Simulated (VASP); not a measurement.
Input of a VASP 6.6.1 run:

The input INCAR:

```
PREC = Accurate ; ENCUT = 520
EDIFF = 1E-6 ; ISMEAR = -1
SIGMA = 0.05 ; LREAL = Auto
LASPH = T ; NELM = 200
ALGO = Normal ; ISIF = 2
LWAVE = F ; LCHARG = F
ISPIN = 2 ; MAGMOM = 1.38 1.33 0.72 1.38 0 0 0 0 0 0 0 0 0.08 0.07 0.08 0.07 0.08 0.07 0.07 0.09 1.15
LORBIT = 11 ; LMAXMIX = 4
NBANDS = 86 ; GGA_COMPAT = F
```

Contents of KPOINTS:

```
regular mesh
0
Gamma
  2 2 1
```

The input POSCAR:

```
Ni4H8NO8
1.0
    6.2881770000      0.0000000000      0.0000000000
    3.1433160000      5.4528830000      0.0000000000
    0.4656550000      0.2418370000      6.6999830000
Ni H O N
4 8 8 1
Direct
    0.0736923639      0.4633914351     -0.0145522757
    0.0430020324      0.9431908952     -0.0037612036
    0.5521277079      0.4542956602      0.0127313756
    0.5522859792      0.9334700474      0.0198358712
    0.3523522309      0.2648410765      0.2851201264
    0.2694941341      0.0884391260      0.7060614930
    0.3481912701      0.7432099354      0.2640752969
    0.3082739699      0.5157267132      0.7091659785
    0.8096790826      0.3148783985      0.2762395069
    0.7292363988      0.1903247497      0.7148674855
    1.0103528050      0.7259276146      0.2497618278
    0.6187262202      0.6685546897      0.7457481609
    0.3706967820      0.2667706362      0.1394779658
    0.2320150543      0.0958861417      0.8457931908
    0.3555319783      0.7841622705      0.1180749265
    0.2558778325      0.5622617661      0.8644350292
    0.8686990352      0.2846533276      0.1290898798
    0.7488262443      0.1226343705      0.8662410039
    0.8972386121      0.7540007601      0.1444033515
    0.7306044145      0.6354630430      0.8613006929
    0.5971844853      0.4290249519      0.4948669273
```

Potentials or basis: VASP PAW LDA potentials, release 64 (Ni_sv_GW, H, O, N).

Command:

```sh
$ cat potpaw_LDA.64/Ni_sv_GW/POTCAR potpaw_LDA.64/H/POTCAR potpaw_LDA.64/O/POTCAR potpaw_LDA.64/N/POTCAR > POTCAR
$ mpirun -np 1 vasp_std > vasp.out
```

(1) Estimate the site moments.

(2) Predict the largest force.

(3) What does it give for the pressure?

(4) Predict the net moment.

## Answers

(1) Ni +1.27, +1.21, +1.23, +1.49; H +0.00, +0.01 (each value once); O +0.17, +0.20, +0.12, +0.11, +0.10, +0.18 (each value once); N -1.10 μB.

(2) 5.740 eV/Å.

(3) -6.7 GPa.

(4) 4.95 μB per cell.

Caveat: the k points lie up to 0.94 Å⁻¹ apart, too coarse for converged energies, forces and pressures.
